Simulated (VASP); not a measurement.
# Ge2Sb2Te5 (Cm) in VASP: notebook

The runs below take Ge2Sb2Te5 through single point, with RPBE, PBE, PBEsol+D4.

All numbers are computed with VASP 6.6.1; they aren't measurements. Logs are shortened: lines on timing, memory, paths and dates and some standing lists are left out, and cuts for length are marked.

### 1 The cell of the first run

It takes space group Cm (No. 8, monoclinic). The conventional cell has a = 13.678 Å, b = 6.132 Å, c = 9.672 Å, α = 90.00°, β = 134.93°, γ = 90.00°. Te (site symmetry m) has 2 Ge at 2.85 to 3.19 Å and 3 Sb at 3.07 to 3.14 Å within 3.8 Å. Within 3.9 Å of Te (site symmetry m) lie 2 Sb at 2.95 to 3.20 Å and 3 Ge at 3.07 to 3.08 Å. Within 3.7 Å of Te (site symmetry m) lie 3 Ge at 2.82 to 3.07 Å and 2 Sb at 3.14 to 3.19 Å. Te (site symmetry m) has 2 Ge at 2.95 to 3.00 Å and 2 Sb at 3.02 to 3.06 Å within 3.9 Å. Te (site symmetry m) has 3 Sb at 2.98 to 3.07 Å and 2 Ge at 3.05 to 3.20 Å within 3.9 Å. Within 3.9 Å of Sb (site symmetry m) lie 6 Te at 2.95 to 3.19 Å. Within 3.9 Å of Sb (site symmetry m) lie 6 Te at 2.98 to 3.20 Å. Ge (site symmetry m) has 6 Te at 2.82 to 3.19 Å within 3.7 Å.

### 2 Single point, RPBE

File INCAR:

```
SYSTEM = Ge2Sb2Te5
PREC     = Accurate       ! precision mode
ENCUT    = 520            ! plane-wave cutoff, eV
EDIFF    = 1E-7           ! SCF threshold, eV
ISMEAR   = -1             ! smearing method
SIGMA    = 0.05           ! smearing width, eV
LREAL    = .False.        ! projectors in reciprocal space
LASPH    = .True.         ! aspherical terms in the spheres
NELM     = 100            ! most SCF steps
ALGO     = Normal         ! electronic algorithm
ISIF     = 2              ! what is computed and relaxed
LWAVE    = .False.        ! write WAVECAR
LCHARG   = .False.        ! write CHGCAR
GGA      = RP             ! functional
NBANDS   = 44             ! bands
```

File KPOINTS:

```
regular mesh
0
Gamma
  5 5 4
  0 0 0
```

File POSCAR:

```
Ge2Sb2Te5
1.0
    6.8391360000     -3.0660060000      0.0000000000
    6.8391360000      3.0660060000      0.0000000000
   -6.8309770000      0.0000000000      6.8476090000
Te Sb Ge
5 2 2
Direct
    0.5947020000      0.5947020000      0.3864330000
    0.7952880000      0.7952880000      0.1961120000
    0.0083240000      0.0083240000      0.0064350000
    0.2065190000      0.2065190000      0.8098030000
    0.3999590000      0.3999590000      0.5971180000
    0.9017080000      0.9017080000      0.5878730000
    0.1118700000      0.1118700000      0.4173520000
    0.2842870000      0.2842870000      0.1878300000
    0.4973430000      0.4973430000      0.0110440000
```

Potentials or basis: VASP PAW PBE potentials, release 64 (Te, Sb, Ge_d).

The run is started by

```
cat potpaw_PBE.64/Te/POTCAR potpaw_PBE.64/Sb/POTCAR potpaw_PBE.64/Ge_d/POTCAR > POTCAR
mpirun -np 1 vasp_std > vasp.out
```

OUTCAR:

```text
SYSTEM = Ge2Sb2Te5
   PREC = Accurate
   ENCUT = 520
   EDIFF = 1E-7
   ISMEAR = -1
   LREAL = .False.
   LASPH = .True.
   NELM = 100
   ISIF = 2
   GGA = RP

 ion  position               nearest neighbor table
   1  0.595  0.595  0.386-   9 2.85   7 3.07   7 3.07   6 3.14   8 3.19
   2  0.795  0.795  0.196-   6 2.95   8 3.07   8 3.07   9 3.08   7 3.20
   3  0.008  0.008  0.006-   8 2.82   9 3.07   9 3.07   7 3.14   6 3.19
   4  0.207  0.207  0.810-   9 2.95   8 3.00   7 3.02   6 3.06
   5  0.400  0.400  0.597-   7 2.98   8 3.05   6 3.07   6 3.07   9 3.20
   6  0.902  0.902  0.588-   2 2.95   4 3.06   5 3.07   5 3.07   1 3.14   3 3.19
   7  0.112  0.112  0.417-   5 2.98   4 3.02   1 3.07   1 3.07   3 3.14   2 3.20
   8  0.284  0.284  0.188-   3 2.82   4 3.00   5 3.05   2 3.07   2 3.07   1 3.19
   9  0.497  0.497  0.011-   1 2.85   4 2.95   3 3.07   3 3.07   2 3.08   5 3.20

  LATTYP: Found a base centered monoclinic cell.
 ALAT       =    13.6782720000
 B/A-ratio  =     0.4483031190
 C/A-ratio  =     0.7071235363
 COS(beta)  =    -0.7062464773

  Lattice vectors:

 A1 = (   6.8391360000,  -3.0660060000,   0.0000000000)
 A2 = (   6.8391360000,   3.0660060000,   0.0000000000)
 A3 = (  -6.8309770000,   0.0000000000,   6.8476090000)

Analysis of symmetry for initial positions (statically):
=====================================================================
 Subroutine PRICEL returns:
 Original cell was already a primitive cell.

 Routine SETGRP: Setting up the symmetry group for a
 base centered monoclinic supercell.

 Subroutine GETGRP returns: Found  2 space group operations
 (whereof  2 operations were pure point group operations)
 out of a pool of  4 trial point group operations.

The static configuration has the point symmetry C_1h.

Analysis of symmetry for dynamics (positions and initial velocities):
=====================================================================
 Subroutine PRICEL returns:
 Original cell was already a primitive cell.

 Routine SETGRP: Setting up the symmetry group for a
 base centered monoclinic supercell.

 Subroutine GETGRP returns: Found  2 space group operations
 (whereof  2 operations were pure point group operations)
 out of a pool of  4 trial point group operations.

The dynamic configuration has the point symmetry C_1h.

 Subroutine INISYM returns: Found  2 space group operations
 (whereof  2 operations are pure point group operations),
[... 115 lines left out ...]
   NFREE  =      0    steps in history (QN), initial steepest desc. (CG)
   ISIF   =      2    stress and relaxation
   ISYM   =      2    0-nonsym 1-usesym 2-fastsym
   POTIM  = 0.5000    time-step for ionic-motion
   TEBEG  =    0.0;   TEEND  =   0.0 temperature during run
   PSTRESS=    0.0 pullay stress
   NELECT =      68.0000    total number of electrons
   NUPDOWN=      -1.0000    fix difference up-down
   EMIN   =  10.00;   EMAX   =-10.00  energy-range for DOS
   EFERMI =   0.00;   METHOD = LEGACY
   ISMEAR =    -1;   SIGMA  =   0.05  broadening in eV -4-tet -1-fermi 0-gaus
   EFERMI_NEDOS =   21; number of points for ismear=-14 and -15
   IALGO  =     38    algorithm
   IMIX   =      4    mixing-type and parameters
     AMIX     =   0.40;   BMIX     =  1.00
     AMIX_MAG =   1.60;   BMIX_MAG =  1.00
  volume/ion in A,a.u.               =      31.91       215.33
  Fermi-wavevector in a.u.,A,eV,Ry     =   1.012815  1.913943 13.956774  1.025794
  Thomas-Fermi vector in A             =   2.145947
   LORBIT       =      0    0 simple, 1 ext, 2 COOP (PROOUT), +10 PAW based schemes
   GGA     = RP    functional components
   LHFCALC =     F    Hartree Fock is set to
   AEXX    =    0.0000 exact exchange contribution
   IVDW    =     0    specifies the selected vdW correction
   LEPSILON=     F    determine dielectric tensor
   LRPA    =     F    only Hartree local field effects (RPA)
 non-spin polarized calculation
  energy-cutoff  :      520.00
  volume of cell :      287.17
 maximum number of plane-waves:      7768
   NGX = 27   NGY = 27   NGZ = 35

 number of electron      68.0000002 magnetization

 Free energy of the ion-electron system (eV)
  ---------------------------------------------------
  ext. energy  EPLUGINS =         0.00000000
  ---------------------------------------------------
  free energy    TOTEN  =       -30.43388131 eV

  energy without entropy =      -30.42865971  energy(sigma->0) =      -30.43127051

 E-fermi :   5.4400     XC(G=0):  -9.0054

 val. band max:        5.3308464746   @ k =  -0.2000   0.4000   0.2500
 cond. band min:       5.5820543152   @ k =  -0.4000   0.2000  -0.0000
 fundamental gap:      0.2512078406
 Fermi energy:         5.4400292241

 k-point     1 :       0.0000    0.0000    0.0000
  band No.  band energies     occupation
      1     -19.3579      2.00000
      2     -19.3518      2.00000
      3     -19.3462      2.00000
      4     -19.3441      2.00000
      5     -19.3420      2.00000
      6     -19.3411      2.00000
[... 1117 lines left out ...]
     43       9.7866      0.00000
     44      10.0481      0.00000

 [... further k-points ...]

------------------------ aborting loop because EDIFF is reached ----------------------------------------

  FORCE on cell =-STRESS in cart. coord.  units (eV):
  Direction    XX          YY          ZZ          XY          YZ          ZX
  --------------------------------------------------------------------------------------
  -------------------------------------------------------------------------------------
  Total        2.4256835      1.6094493      2.2641338      0.0000000      0.0000000     -0.1887237
  in kB       13.5332323      8.9793457     12.6319233      0.0000000      0.0000000     -1.0529160
  external PRESSURE =      11.7148337 kB  Pullay stress =       0.0000000 kB

 VOLUME and BASIS-vectors are now :
 -----------------------------------------------------------------------------
  energy-cutoff  :      520.00
  volume of cell :      287.17
      direct lattice vectors                 reciprocal lattice vectors
     6.839136000 -3.066006000  0.000000000     0.073108650 -0.163078611  0.072931078
     6.839136000  3.066006000  0.000000000     0.073108650  0.163078611  0.072931078
    -6.830977000  0.000000000  6.847609000     0.000000000  0.000000000  0.146036376

 POSITION                                       TOTAL-FORCE (eV/Angst)
 -----------------------------------------------------------------------------------
      5.49478      0.00000      2.64614         0.010071      0.000000      0.105006
      9.53853      0.00000      1.34290         0.015696      0.000000     -0.056702
      0.06990      0.00000      0.04406        -0.035663      0.000000      0.006000
     -2.70692      0.00000      5.54521         0.050037      0.000000     -0.054523
      1.39185      0.00000      4.08883         0.123621      0.000000     -0.001249
      8.31806      0.00000      4.02552         0.038724      0.000000     -0.119424
     -1.32073      0.00000      2.85786        -0.041565      0.000000      0.052307
      2.60549      0.00000      1.28619        -0.186072      0.000000     -0.025428
      6.72735      0.00000      0.07562         0.025151      0.000000      0.094012
 -----------------------------------------------------------------------------------
    total drift:                               -0.000646      0.000000      0.000865

  FREE ENERGIE OF THE ION-ELECTRON SYSTEM (eV)
  ---------------------------------------------------
  free  energy   TOTEN  =       -30.4338813137 eV

  energy  without entropy=      -30.4286597084  energy(sigma->0) =      -30.43127051
```

OSZICAR:

```text
N       E                     dE             d eps       ncg     rms          rms(c)
DAV:   1     0.604345422446E+03    0.60435E+03   -0.27175E+04  3612   0.202E+03
DAV:   2     0.657441557513E+02   -0.53860E+03   -0.51686E+03  3160   0.575E+02
DAV:   3    -0.245657614872E+02   -0.90310E+02   -0.87582E+02  3452   0.151E+02
DAV:   4    -0.304864285736E+02   -0.59207E+01   -0.58425E+01  3516   0.457E+01
DAV:   5    -0.307015106932E+02   -0.21508E+00   -0.21454E+00  4040   0.881E+00    0.101E+01
DAV:   6    -0.303978713253E+02    0.30364E+00   -0.66789E-01  3716   0.341E+00    0.705E+00
DAV:   7    -0.304346019951E+02   -0.36731E-01   -0.38305E-01  3664   0.199E+00    0.171E+00
DAV:   8    -0.304312626876E+02    0.33393E-02   -0.43828E-02  3364   0.913E-01    0.847E-01
DAV:   9    -0.304336036954E+02   -0.23410E-02   -0.78164E-03  3636   0.353E-01    0.187E-01
DAV:  10    -0.304337068896E+02   -0.10319E-03   -0.78933E-04  3560   0.120E-01    0.717E-02
DAV:  11    -0.304338487166E+02   -0.14183E-03   -0.25462E-04  3680   0.611E-02    0.407E-02
DAV:  12    -0.304338716066E+02   -0.22890E-04   -0.31812E-05  3424   0.218E-02    0.150E-02
DAV:  13    -0.304338792687E+02   -0.76620E-05   -0.12967E-05  2932   0.136E-02    0.788E-03
DAV:  14    -0.304338806855E+02   -0.14168E-05   -0.16944E-06  3300   0.519E-03    0.405E-03
DAV:  15    -0.304338810023E+02   -0.31683E-06   -0.91760E-07  2908   0.353E-03    0.209E-03
DAV:  16    -0.304338812567E+02   -0.25444E-06   -0.54040E-08  2084   0.121E-03    0.905E-04
DAV:  17    -0.304338813137E+02   -0.56923E-07   -0.44720E-08  1868   0.958E-04
   1 F= -.30433881E+02 E0= -.30431271E+02  d E =-.522161E-02
```

It took 13 min on 1 thread of Intel Xeon Platinum 8124M at 3.00GHz (Skylake/Cascade Lake), shared host; peak memory 0.75 GiB.

Results:

```
Free energy            : -30.4339 eV
Pressure               : 1.2 GPa
Largest force          : 0.188 eV/Å
Band gap on the k mesh : 0.25 eV (least direct gap 0.33 eV)
```

Forces in eV/Å, atoms in the order of the input:
```
Te   0.010  0.000  0.105
Te   0.016  0.000 -0.057
Te  -0.036  0.000  0.006
Te   0.050  0.000 -0.055
Te   0.124  0.000 -0.001
Sb   0.039  0.000 -0.119
Sb  -0.042  0.000  0.052
Ge  -0.186  0.000 -0.025
Ge   0.025  0.000  0.094
```

Levels at points of the mesh, in eV from the valence-band top:
| k point | band 31 | band 32 | band 33 | band 34 | band 35 | band 36 | band 37 | band 38 |
| --- | --- | --- | --- | --- | --- | --- | --- | --- |
| (0.00, 0.00, 0.00) | -0.80 | -0.51 | -0.42 | -0.40 | 1.06 | 1.35 | 2.45 | 2.50 |
| (0.00, 0.00, 0.50) | -0.74 | -0.69 | -0.62 | -0.29 | 0.71 | 1.47 | 1.85 | 2.58 |

Caveat: the PAW data sets were made with another functional, which shifts forces and pressure a little; spin-orbit coupling is left out, which moves the levels of the heavy elements; an odd mesh through Γ misses points on the zone boundary, where band edges can lie.

### 3 Single point, PBE

This run uses another cell than the first one, of 31.27 Å³/atom.

File INCAR:

```
SYSTEM = Ge2Sb2Te5
  PREC = Accurate
  ENCUT = 520
  EDIFF = 1E-6
  ISMEAR = -1
  SIGMA = 0.05
  LREAL = .FALSE.
  LASPH = .TRUE.
  NELM = 60
  ALGO = Normal
  ISIF = 2
  LWAVE = .FALSE.
  LCHARG = .TRUE.
  GGA = PE
  LELF = .TRUE.
  LVHAR = .TRUE.
  NBANDS = 44
```

File KPOINTS:

```
regular mesh
0
G
  5 5 4
  0 0 0
```

POSCAR, as its differences from that of step 2:

```diff
@@ -2,5 +2,5 @@
 1.0
-    6.8391360000     -3.0660060000      0.0000000000
-    6.8391360000      3.0660060000      0.0000000000
-   -6.8309770000      0.0000000000      6.8476090000
+    6.7932343753     -3.0454281585      0.0000000000
+    6.7932343753      3.0454281585      0.0000000000
+   -6.7851301354      0.0000000000      6.8016505079
 Te Sb Ge
```

Potentials or basis: VASP PAW PBE potentials, release 64 (Te, Sb, Ge_d).

The run is started by

```
cat potpaw_PBE.64/Te/POTCAR potpaw_PBE.64/Sb/POTCAR potpaw_PBE.64/Ge_d/POTCAR > POTCAR
mpirun -np 1 vasp_std > vasp.out
```

Wall time 6 min (1 thread of Intel Xeon 6975P-C (Granite Rapids), shared host); peak memory 0.74 GiB.

Results (log left out):

| Quantity | Value |
| --- | --- |
| Free energy | -33.5672 eV |
| Pressure | 0.9 GPa |
| Largest force | 0.193 eV/Å |
| Band gap on the k mesh | 0.24 eV (least direct gap 0.32 eV) |

Forces in eV/Å, atoms in the order of the input:
```
Te  -0.047  0.000  0.129
Te   0.043  0.000 -0.142
Te  -0.081  0.000 -0.030
Te   0.054  0.000 -0.001
Te   0.187  0.000  0.048
Sb   0.006  0.000 -0.081
Sb  -0.071  0.000  0.019
Ge  -0.143  0.000 -0.006
Ge   0.052  0.000  0.064
```

Stress tensor (GPa, compression positive):
```
 1.06  0.00 -0.11
 0.00  0.51  0.00
-0.11  0.00  0.98
```

Levels at points of the mesh, in eV from the valence-band top:
```csv
k point,band 31,band 32,band 33,band 34,band 35,band 36,band 37,band 38
"(0.00, 0.00, 0.00)",-0.80,-0.54,-0.42,-0.41,1.05,1.36,2.46,2.50
"(0.00, 0.00, 0.50)",-0.79,-0.72,-0.64,-0.30,0.70,1.49,1.86,2.57
```

Caveat: spin-orbit coupling is left out, which moves the levels of the heavy elements; an odd mesh through Γ misses points on the zone boundary, where band edges can lie.

(Part 1 of 2 ends here.)
